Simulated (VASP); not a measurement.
Runs of VASP 6.6.1 on Li2O. The structure is that of space group Fm-3m (No. 225), or close to it. The cells are those of the table. 

```csv
task,level,cell,gap on the mesh (eV),pressure (GPa),relaxed volume (Å³/atom)
relaxation of cell and atoms,PBE+D4,"relaxed from a = 3.260 Å, angles 60.0°, 3 atoms",(a),0.0,8.04
single point,PBE+D4,"a = 3.248 Å, angles 60.0°, 3 atoms",(b),-0.4,-
relaxation of cell and atoms,PBEsol,"relaxed from a = 3.260 Å, angles 60.0°, 3 atoms",4.87,0.0,8.01
single point,PBE+D3(BJ),"a = 3.199 Å, angles 60.0°, 3 atoms",5.10,-0.2,-
single point,PBEsol,"a = 3.238 Å, angles 60.0°, 3 atoms",4.87,0.1,-
relaxation of cell and atoms,PBE+D3(BJ),"relaxed from a = 3.260 Å, angles 60.0°, 3 atoms",5.10,0.0,7.71
```

Alike in all rows: potentials or basis VASP PAW PBE potentials, release 64 (Li_sv, O); no spin polarisation; k mesh 6 × 6 × 6; cutoff (eV) 750; smearing gaussian 0.01 eV.

Problem. Estimate the missing entries.

Solution. (a) 5.02; (b) 5.01.

Caveats: the PAW data sets were made with another functional, which shifts forces and pressure a little (at least some runs).

A k mesh can miss the band edges.
